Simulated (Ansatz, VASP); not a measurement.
Two plane-wave programs on Rh

```
CELL_PARAMETERS angstrom
0.00000 1.87900 1.87900
1.87900 0.00000 1.87900
1.87900 1.87900 0.00000
ATOMIC_POSITIONS crystal
Rh 0.00000 0.00000 0.00000
```

Alike in both runs: functional LDA; k mesh 8 × 8 × 8; occupations gaussian, width 0.1 eV; no spin polarisation.

Ansatz relaxed the structure, and its values are those at the end. VASP's run is a single point on that final structure, the one shown.

|  | VASP | Ansatz |
| --- | --- | --- |
| version | VASP 6.6.1 | Ansatz 0.2.0 |
| potentials or method | VASP PAW LDA potentials, release 64 (Rh_pv), cutoff 520 eV | scalar-relativistic, plane waves, PAW |
| valence electrons in the cell | 15 | 17 |

|  | VASP | Ansatz | Ansatz less VASP |
| --- | --- | --- | --- |
| gap on the k mesh at the Fermi level (eV) | none | none | - |
| pressure (GPa) | 0.7 | -0.1 | -0.78 |

Ansatz warns that its potentials were made for another functional, while VASP's fit it. LDA's correlation is that of Perdew and Zunger in VASP and of Perdew and Wang (1992) in Ansatz. A gap of «none» marks a metal or a gap that the smearing closes. VASP's potentials hold 15 valence electrons a cell and Ansatz's 17, so a difference there can come from the potentials and not from the codes.

The k mesh is coarse, so the values compare programs but aren't converged.
